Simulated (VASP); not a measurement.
Input of a VASP 6.6.1 run:

The input INCAR:

```
SYSTEM = InBiO
PREC     = Accurate       ! precision mode
ENCUT    = 520            ! plane-wave cutoff, eV
EDIFF    = 1E-6           ! SCF threshold, eV
ISMEAR   = 0              ! smearing method
SIGMA    = 0.1            ! smearing width, eV
LREAL    = .False.        ! projectors in reciprocal space
LASPH    = .True.         ! aspherical terms in the spheres
NELM     = 100            ! most SCF steps
ALGO     = Normal         ! electronic algorithm
ISIF     = 2              ! what is computed and relaxed
LWAVE    = .False.        ! write WAVECAR
LCHARG   = .False.        ! write CHGCAR
GGA      = PE             ! functional
NBANDS   = 43             ! bands
```

The input KPOINTS:

```
regular mesh
0
Gamma
  4 4 4
  0 0 0
```

POSCAR

```
InBiO
1.0
    3.9012765700      0.0000000000      0.0000000000
    0.0000000000      3.9012765700      0.0000000000
    0.0000000000      0.0000000000      6.9809798000
In Bi O
2 2 2
Direct
    0.5000000000      0.0000000000      0.2295000000
    0.0000000000      0.5000000000      0.7705000000
    0.5000000000      0.0000000000      0.6449999800
    0.0000000000      0.5000000000      0.3550000200
    0.0000000000      0.0000000000      0.0000000000
    0.5000000000      0.5000000000      0.0000000000
```

Potentials or basis: VASP PAW PBE potentials, release 64 (In_d, Bi_d, O).

Run with:

```bash
$ cat potpaw_PBE.64/In_d/POTCAR potpaw_PBE.64/Bi_d/POTCAR potpaw_PBE.64/O/POTCAR > POTCAR
$ mpirun -np 1 vasp_std > vasp.out
```

(1) Estimate the largest force.

(2) What does it give for the band gap on the k mesh?

(3) What does it give for the pressure?

## Answers

(1) 5.679 eV/Å.

(2) zero (bands 34 and 35 overlap by 0.65 eV).

(3) 13.7 GPa.

Caveat: the k points lie up to 0.40 Å⁻¹ apart, too coarse for converged energies and pressures of a metal; spin-orbit coupling is left out, which moves the levels of the heavy elements; forces of over 1 eV/Å act on the atoms, so gaps and moduli don't describe the material at rest.
